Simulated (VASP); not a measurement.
Input of a VASP 6.6.1 run:

File POSCAR:

```
BaTiO3
1.0
    2.7785647174      1.5332037455      2.3314328269
   -2.9015426492      1.7462077717      2.3314328269
    0.1229779319     -3.2794115171      2.3314328269
Ba Ti O
1 1 3
Direct
    0.0027851043      0.0027851043      0.0027851043
    0.5162478494      0.5162478494      0.5162478494
    0.4897536543      0.4897536543      0.9801597377
    0.4897536543      0.9801597377      0.4897536543
    0.9801597377      0.4897536543      0.4897536543
```

Contents of INCAR.step1:

```
PREC = Accurate
ENCUT = 520
ISMEAR = 0
SIGMA = 0.05
LREAL = False
LASPH = True
NELM = 100
NBANDS = 28
GGA = PE
ALGO = Normal
EDIFF = 1E-4
LWAVE = True
LCHARG = False
```

File INCAR.step2:

```
PREC = Accurate
ENCUT = 520
EDIFF = 1E-7
ISMEAR = 0
SIGMA = 0.05
LREAL = False
LASPH = True
NELM = 100
ALGO = Normal
ISIF = 2
LWAVE = False
LCHARG = False
METAGGA = R2SCAN
LMIXTAU = True
NBANDS = 28
ISTART = 1
```

KPOINTS

```
Automatic mesh
0
Gamma
  6 6 6
```

Potentials or basis: VASP PAW PBE potentials, release 64 (Ba_sv, Ti_sv, O).

Command:

```bash
$ cat potpaw_PBE.64/Ba_sv/POTCAR potpaw_PBE.64/Ti_sv/POTCAR potpaw_PBE.64/O/POTCAR > POTCAR
$ cp INCAR.step1 INCAR
$ mpirun -np 1 vasp_std > vasp.out
$ cp INCAR.step2 INCAR
$ mpirun -np 1 vasp_std > vasp.out
```

Predict the pressure.

2.7 GPa.

Predict the band gap on the k mesh.

2.64 eV (least direct gap 3.01 eV).

Estimate the largest force.

0.532 eV/Å.

Stress tensor (GPa, compression positive):
```
 2.98  9.04 -0.75
 9.04  2.83  0.15
-0.75  0.15  2.36
```

Caveat: the cell differs from its parent crystal (strain -0.0750 x Voigt [0, 0, 0, 0, 0, 1]); the PAW data sets were made with another functional, which shifts forces and pressure a little; spin-orbit coupling is left out, which moves the levels of the heavy elements. A k mesh can miss the band edges.
